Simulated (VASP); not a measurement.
# CdS (F-43m) in VASP: a series of runs

Runs on CdS. Level: PBE. Tasks: single point.

All numbers are computed with VASP 6.6.1; they aren't measurements. Logs are shortened: lines on timing, memory, paths and dates and some standing lists are left out, and cuts for length are marked.

## Step 1: The cell of the first run

It takes space group F-43m (No. 216, cubic). The conventional cell has a = 5.818 Å, b = 5.818 Å, c = 5.818 Å, α = 90.00°, β = 90.00°, γ = 90.00°. Within 3.3 Å of Cd (site symmetry -43m) lie 4 S at 2.52 Å. S (site symmetry -43m) has 4 Cd at 2.52 Å within 3.3 Å.

## Step 2: Single point, PBE

Contents of INCAR:

```
SYSTEM = CdS
ALGO = Normal ; EDIFF = 1E-6
ENCUT = 500 ; GGA = PE
GGA_COMPAT = .FALSE. ; ISIF = 2
ISMEAR = 0 ; LASPH = .TRUE.
LCHARG = .TRUE. ; LELF = .TRUE.
LREAL = .FALSE. ; LVHAR = .TRUE.
LWAVE = .FALSE. ; NBANDS = 16
NELM = 120 ; PREC = Accurate
SIGMA = 0.01
```

Contents of KPOINTS:

```
k-points
0
G
  2 2 2
  0 0 0
```

Contents of POSCAR:

```
CdS
1.0
    0.0000000000      2.9090000000      2.9090000000
    2.9090000000      0.0000000000      2.9090000000
    2.9090000000      2.9090000000      0.0000000000
Cd S
1 1
Direct
    0.0000000000      0.0000000000      0.0000000000
    0.2500000000      0.2500000000      0.2500000000
```

Potentials or basis: VASP PAW PBE potentials, release 64 (Cd, S).

Run with:

```sh
$ cat potpaw_PBE.64/Cd/POTCAR potpaw_PBE.64/S/POTCAR > POTCAR
$ mpirun -np 1 vasp_std > vasp.out
```

OUTCAR:

```text
SYSTEM = CdS
   EDIFF = 1E-6
   ENCUT = 500
   GGA = PE
   ISIF = 2
   ISMEAR = 0
   LASPH = .TRUE.
   LREAL = .FALSE.
   NELM = 120
   PREC = Accurate

 ion  position               nearest neighbor table
   1  0.000  0.000  0.000-   2 2.52   2 2.52   2 2.52   2 2.52
   2  0.250  0.250  0.250-   1 2.52   1 2.52   1 2.52   1 2.52

  LATTYP: Found a face centered cubic cell.
 ALAT       =     5.8180000000

  Lattice vectors:

 A1 = (   0.0000000000,   2.9090000000,   2.9090000000)
 A2 = (   2.9090000000,   0.0000000000,   2.9090000000)
 A3 = (   2.9090000000,   2.9090000000,   0.0000000000)

Analysis of symmetry for initial positions (statically):
=====================================================================
 Subroutine PRICEL returns:
 Original cell was already a primitive cell.

 Routine SETGRP: Setting up the symmetry group for a
 face centered cubic supercell.

 Subroutine GETGRP returns: Found 24 space group operations
 (whereof 24 operations were pure point group operations)
 out of a pool of 48 trial point group operations.

The static configuration has the point symmetry T_d .

Analysis of symmetry for dynamics (positions and initial velocities):
=====================================================================
 Subroutine PRICEL returns:
 Original cell was already a primitive cell.

 Routine SETGRP: Setting up the symmetry group for a
 face centered cubic supercell.

 Subroutine GETGRP returns: Found 24 space group operations
 (whereof 24 operations were pure point group operations)
 out of a pool of 48 trial point group operations.

The dynamic configuration has the point symmetry T_d .

 Subroutine INISYM returns: Found 24 space group operations
 (whereof 24 operations are pure point group operations),
 and found     1 'primitive' translations

----------------------------------------------------------------------------------------

                                     Primitive cell

  volume of cell :      49.2336

  direct lattice vectors                    reciprocal lattice vectors
     0.000000000  2.909000000  2.909000000    -0.171880371  0.171880371  0.171880371
     2.909000000  0.000000000  2.909000000     0.171880371 -0.171880371  0.171880371
     2.909000000  2.909000000  0.000000000     0.171880371  0.171880371 -0.171880371

  length of vectors
     4.113947253  4.113947253  4.113947253     0.297705536  0.297705536  0.297705536

  position of ions in fractional coordinates (direct lattice)
     0.000000000  0.000000000  0.000000000
     0.250000000  0.250000000  0.250000000

  ion indices of the primitive-cell ions
   primitive index   ion index
                 1           1
                 2           2

----------------------------------------------------------------------------------------

 KPOINTS: k-points

Automatic generation of k-mesh.
 Grid dimensions read from file:
 generate k-points for:    2    2    2

 Generating k-lattice:

  Cartesian coordinates                     Fractional coordinates (reciprocal lattice)
    -0.085940186  0.085940186  0.085940186     0.500000000  0.000000000  0.000000000
     0.085940186 -0.085940186  0.085940186     0.000000000  0.500000000  0.000000000
     0.085940186  0.085940186 -0.085940186     0.000000000  0.000000000  0.500000000

  Length of vectors
     0.148852768  0.148852768  0.148852768

  Shift w.r.t. Gamma in fractional coordinates (k-lattice)
     0.000000000  0.000000000  0.000000000

 Subroutine IBZKPT returns following result:
 ===========================================

 Found      3 irreducible k-points:

 Following reciprocal coordinates:
            Coordinates               Weight
  0.000000  0.000000  0.000000      1.000000
  0.500000  0.000000  0.000000      4.000000
  0.500000  0.500000  0.000000      3.000000
   k-points           NKPTS =      3   k-points in BZ     NKDIM =      3   number of bands    NBANDS=     16
   number of dos      NEDOS =    301   number of ions     NIONS =      2
   total plane-waves  NPLWV =  27000
   dimension x,y,z NGX =    30 NGY =   30 NGZ =   30
   dimension x,y,z NGXF=    60 NGYF=   60 NGZF=   60
   ions per type =               1   1
   NGX,Y,Z   is equivalent  to a cutoff of  12.12, 12.12, 12.12 a.u.
   NGXF,Y,Z  is equivalent  to a cutoff of  24.25, 24.25, 24.25 a.u.
 SYSTEM =  CdS
   PREC   = accura    normal or accurate (medium, high low for compatibility)
   ISTART =      0    job   : 0-new  1-cont  2-samecut
   ICHARG =      2    charge: 1-file 2-atom 10-const
   ISPIN  =      1    spin polarized calculation?
   LNONCOLLINEAR =      F non collinear calculations
   LSORBIT =      F    spin-orbit coupling
   LASPH  =      T    aspherical Exc in radial PAW
   ENCUT  =  500.0 eV  36.75 Ry    6.06 a.u.   7.50  7.50  7.50*2*pi/ulx,y,z
   NELM   =    120;   NELMIN=  2; NELMDL= -5     # of ELM steps
   EDIFF  = 0.1E-05   stopping-criterion for ELM
   LREAL  =      F    real-space projection
[... 7 lines left out ...]
   TEBEG  =    0.0;   TEEND  =   0.0 temperature during run
   PSTRESS=    0.0 pullay stress
   NELECT =      18.0000    total number of electrons
   NUPDOWN=      -1.0000    fix difference up-down
   EMIN   =  10.00;   EMAX   =-10.00  energy-range for DOS
   EFERMI =   0.00;   METHOD = LEGACY
   ISMEAR =     0;   SIGMA  =   0.01  broadening in eV -4-tet -1-fermi 0-gaus
   EFERMI_NEDOS =   21; number of points for ismear=-14 and -15
   IALGO  =     38    algorithm
   IMIX   =      4    mixing-type and parameters
     AMIX     =   0.40;   BMIX     =  1.00
     AMIX_MAG =   1.60;   BMIX_MAG =  1.00
  volume/ion in A,a.u.               =      24.62       166.12
  Fermi-wavevector in a.u.,A,eV,Ry     =   1.170609  2.212131 18.644417  1.370326
  Thomas-Fermi vector in A             =   2.307065
   LORBIT       =      0    0 simple, 1 ext, 2 COOP (PROOUT), +10 PAW based schemes
   GGA     = PE    functional components
   LHFCALC =     F    Hartree Fock is set to
   AEXX    =    0.0000 exact exchange contribution
   IVDW    =     0    specifies the selected vdW correction
   LEPSILON=     F    determine dielectric tensor
   LRPA    =     F    only Hartree local field effects (RPA)
 non-spin polarized calculation
 Gauss-broadening in eV      SIGMA  =   0.01
  energy-cutoff  :      500.00
  volume of cell :       49.23
 maximum number of plane-waves:      1243
 NGX is ok and might be reduce to    30
   NGX = 15   NGY = 15   NGZ = 15

 number of electron      18.0000005 magnetization

 Free energy of the ion-electron system (eV)
  ---------------------------------------------------
  ext. energy  EPLUGINS =         0.00000000
  ---------------------------------------------------
  free energy    TOTEN  =        -5.15201377 eV

  energy without entropy =       -5.15201377  energy(sigma->0) =       -5.15201377

 E-fermi :   1.7771     XC(G=0):  -9.0542

 val. band max:        1.7037805645   @ k =   0.0000   0.0000   0.0000
 cond. band min:       2.7153712864   @ k =   0.0000   0.0000   0.0000
 fundamental gap:      1.0115907219
 Fermi energy:         1.7770641583

 k-point     1 :       0.0000    0.0000    0.0000
  band No.  band energies     occupation
      1     -10.6772      2.00000
      2      -6.3967      2.00000
      3      -6.3967      2.00000
      4      -6.3967      2.00000
      5      -5.9465      2.00000
      6      -5.9465      2.00000
[... 8 lines left out ...]
     15      13.0316      0.00000
     16      13.0361      0.00000

 k-point     2 :       0.5000    0.0000    0.0000
  band No.  band energies     occupation
      1     -10.2355      2.00000
      2      -6.2814      2.00000
      3      -6.2814      2.00000
      4      -5.9066      2.00000
      5      -5.9066      2.00000
      6      -5.5212      2.00000
[... 8 lines left out ...]
     15      14.1314      0.00000
     16      14.1314      0.00000

 k-point     3 :       0.5000    0.5000    0.0000
  band No.  band energies     occupation
      1     -10.1006      2.00000
      2      -6.1989      2.00000
      3      -6.0566      2.00000
      4      -6.0566      2.00000
      5      -5.8592      2.00000
      6      -5.4422      2.00000
[... 8 lines left out ...]
     15      13.9400      0.00000
     16      15.1302      0.00000

------------------------ aborting loop because EDIFF is reached ----------------------------------------

  FORCE on cell =-STRESS in cart. coord.  units (eV):
  Direction    XX          YY          ZZ          XY          YZ          ZX
  --------------------------------------------------------------------------------------
  -------------------------------------------------------------------------------------
  Total        2.1836970      2.1836970      2.1836970      0.0000000      0.0000000     -0.0000000
  in kB       71.0627158     71.0627158     71.0627158      0.0000000      0.0000000     -0.0000000
  external PRESSURE =      71.0627158 kB  Pullay stress =       0.0000000 kB

 VOLUME and BASIS-vectors are now :
 -----------------------------------------------------------------------------
  energy-cutoff  :      500.00
  volume of cell :       49.23
      direct lattice vectors                 reciprocal lattice vectors
     0.000000000  2.909000000  2.909000000    -0.171880371  0.171880371  0.171880371
     2.909000000  0.000000000  2.909000000     0.171880371 -0.171880371  0.171880371
     2.909000000  2.909000000  0.000000000     0.171880371  0.171880371 -0.171880371

 POSITION                                       TOTAL-FORCE (eV/Angst)
 -----------------------------------------------------------------------------------
      0.00000      0.00000      0.00000         0.000000      0.000000      0.000000
      1.45450      1.45450      1.45450        -0.000000     -0.000000     -0.000000
 -----------------------------------------------------------------------------------
    total drift:                               -0.000000     -0.000000     -0.000000

  FREE ENERGIE OF THE ION-ELECTRON SYSTEM (eV)
  ---------------------------------------------------
  free  energy   TOTEN  =        -5.1520137693 eV

  energy  without entropy=       -5.1520137693  energy(sigma->0) =       -5.15201377
```

Wall time 6.7 s (1 thread of AMD EPYC 9R45 (Zen 5), shared host); peak memory 0.12 GiB.

What came out:

- Free energy: -5.1520 eV
- Pressure: 7.1 GPa
- Band gap on the k mesh: 1.01 eV, direct

Caveat: the k points lie up to 0.94 Å⁻¹ apart.

## Step 3: Single point, PBE

Contents of INCAR:

```
SYSTEM = CdS
PREC = Accurate ; ENCUT = 500
EDIFF = 1E-6 ; ISMEAR = 0
SIGMA = 0.01 ; LREAL = .False.
LASPH = .True. ; NELM = 120
ALGO = Normal ; ISIF = 2
LWAVE = .False. ; LCHARG = .True.
GGA = PE ; LELF = .True.
LVHAR = .True. ; NBANDS = 16
GGA_COMPAT = .False.
```

Contents of KPOINTS:

```
regular mesh
0
Gamma
  4 4 4
  0 0 0
```

POSCAR is that of step 2.

Potentials or basis: VASP PAW PBE potentials, release 64 (Cd, S).

Run with:

```sh
$ cat potpaw_PBE.64/Cd/POTCAR potpaw_PBE.64/S/POTCAR > POTCAR
$ mpirun -np 1 vasp_std > vasp.out
```

OUTCAR:

```text
SYSTEM = CdS
   PREC = Accurate
   ENCUT = 500
   EDIFF = 1E-6
   ISMEAR = 0
   LREAL = .False.
   LASPH = .True.
   NELM = 120
   ISIF = 2
   GGA = PE

 ion  position               nearest neighbor table
   1  0.000  0.000  0.000-   2 2.52   2 2.52   2 2.52   2 2.52
   2  0.250  0.250  0.250-   1 2.52   1 2.52   1 2.52   1 2.52

  LATTYP: Found a face centered cubic cell.
 ALAT       =     5.8180000000

  Lattice vectors:

 A1 = (   0.0000000000,   2.9090000000,   2.9090000000)
 A2 = (   2.9090000000,   0.0000000000,   2.9090000000)
 A3 = (   2.9090000000,   2.9090000000,   0.0000000000)

Analysis of symmetry for initial positions (statically):
=====================================================================
 Subroutine PRICEL returns:
 Original cell was already a primitive cell.

 Routine SETGRP: Setting up the symmetry group for a
 face centered cubic supercell.

 Subroutine GETGRP returns: Found 24 space group operations
 (whereof 24 operations were pure point group operations)
 out of a pool of 48 trial point group operations.

The static configuration has the point symmetry T_d .

[... 141 lines left out ...]

  energy without entropy =       -6.07910197  energy(sigma->0) =       -6.07910197

 E-fermi :   1.4980     XC(G=0):  -9.1766

 val. band max:        1.4043282687   @ k =   0.0000   0.0000   0.0000
 cond. band min:       2.5597056635   @ k =   0.0000   0.0000   0.0000
 fundamental gap:      1.1553773948
 Fermi energy:         1.4980467793

 k-point     1 :       0.0000    0.0000    0.0000
  band No.  band energies     occupation
      1     -11.0112      2.00000
      2      -6.3737      2.00000
      3      -6.3737      2.00000
      4      -6.3737      2.00000
      5      -5.8857      2.00000
      6      -5.8857      2.00000
[... 129 lines left out ...]
      3      -6.1164      2.00000
      4      -5.9254      2.00000
      5      -5.8783      2.00000
      6      -5.2394      2.00000
[... 8 lines left out ...]
     15      14.6460      0.00000
     16      14.7445      0.00000

------------------------ aborting loop because EDIFF is reached ----------------------------------------

  FORCE on cell =-STRESS in cart. coord.  units (eV):
  Direction    XX          YY          ZZ          XY          YZ          ZX
  --------------------------------------------------------------------------------------
  -------------------------------------------------------------------------------------
  Total        1.1975292      1.1975292      1.1975292      0.0000000      0.0000000      0.0000000
  in kB       38.9704594     38.9704594     38.9704594      0.0000000      0.0000000      0.0000000
  external PRESSURE =      38.9704594 kB  Pullay stress =       0.0000000 kB

 VOLUME and BASIS-vectors are now :
 -----------------------------------------------------------------------------
  energy-cutoff  :      500.00
  volume of cell :       49.23
      direct lattice vectors                 reciprocal lattice vectors
     0.000000000  2.909000000  2.909000000    -0.171880371  0.171880371  0.171880371
     2.909000000  0.000000000  2.909000000     0.171880371 -0.171880371  0.171880371
     2.909000000  2.909000000  0.000000000     0.171880371  0.171880371 -0.171880371

 POSITION                                       TOTAL-FORCE (eV/Angst)
 -----------------------------------------------------------------------------------
      0.00000      0.00000      0.00000         0.000000      0.000000      0.000000
      1.45450      1.45450      1.45450        -0.000000     -0.000000     -0.000000
 -----------------------------------------------------------------------------------
    total drift:                               -0.000000     -0.000000     -0.000000

  FREE ENERGIE OF THE ION-ELECTRON SYSTEM (eV)
  ---------------------------------------------------
  free  energy   TOTEN  =        -6.0791019738 eV

  energy  without entropy=       -6.0791019738  energy(sigma->0) =       -6.07910197
```

OSZICAR:

```text
N       E                     dE             d eps       ncg     rms          rms(c)
DAV:   1     0.104742563657E+03    0.10474E+03   -0.90427E+03   264   0.102E+03
DAV:   2    -0.273150578003E+01   -0.10747E+03   -0.10210E+03   304   0.250E+02
DAV:   3    -0.661392320481E+01   -0.38824E+01   -0.38774E+01   320   0.497E+01
DAV:   4    -0.663696751172E+01   -0.23044E-01   -0.23043E-01   320   0.365E+00
DAV:   5    -0.663727478725E+01   -0.30728E-03   -0.30727E-03   304   0.397E-01    0.825E+00
DAV:   6    -0.609963696031E+01    0.53764E+00   -0.83004E-01   368   0.117E+01    0.662E+00
DAV:   7    -0.607838777256E+01    0.21249E-01   -0.21199E-01   304   0.314E+00    0.319E+00
DAV:   8    -0.607897966648E+01   -0.59189E-03   -0.20387E-02   280   0.182E+00    0.325E-01
DAV:   9    -0.607890259640E+01    0.77070E-04   -0.25483E-03   304   0.755E-01    0.614E-02
DAV:  10    -0.607901918864E+01   -0.11659E-03   -0.27886E-04   280   0.186E-01    0.678E-02
DAV:  11    -0.607910911528E+01   -0.89927E-04   -0.14002E-04   264   0.978E-02    0.205E-02
DAV:  12    -0.607910081115E+01    0.83041E-05   -0.28960E-05   352   0.724E-02    0.109E-02
DAV:  13    -0.607910233952E+01   -0.15284E-05   -0.54258E-06   264   0.143E-02    0.147E-02
DAV:  14    -0.607910197380E+01    0.36572E-06   -0.41623E-07   216   0.372E-03
   1 F= -.60791020E+01 E0= -.60791020E+01  d E =-.189437E-41
```

stdout:

```text
POSCAR found type information on POSCAR CdS
 POSCAR found :  2 types and       2 ions
 scaLAPACK will be used
 LDA part: xc-table for (Slater+PW92), standard interpolation
 POSCAR, INCAR and KPOINTS ok, starting setup
 FFT: planning ... GRIDC
 FFT: planning ... GRID_SOFT
 FFT: planning ... GRID
 WAVECAR not read
 entering main loop
```

Run time: 9.9 s. Hardware: 1 thread of AMD EPYC 9R45 (Zen 5), shared host; peak memory 0.13 GiB.

Results:

```
Free energy            : -6.0791 eV
Pressure               : 3.9 GPa
Band gap on the k mesh : 1.16 eV, direct
```

Caveat: the k points lie up to 0.47 Å⁻¹ apart.
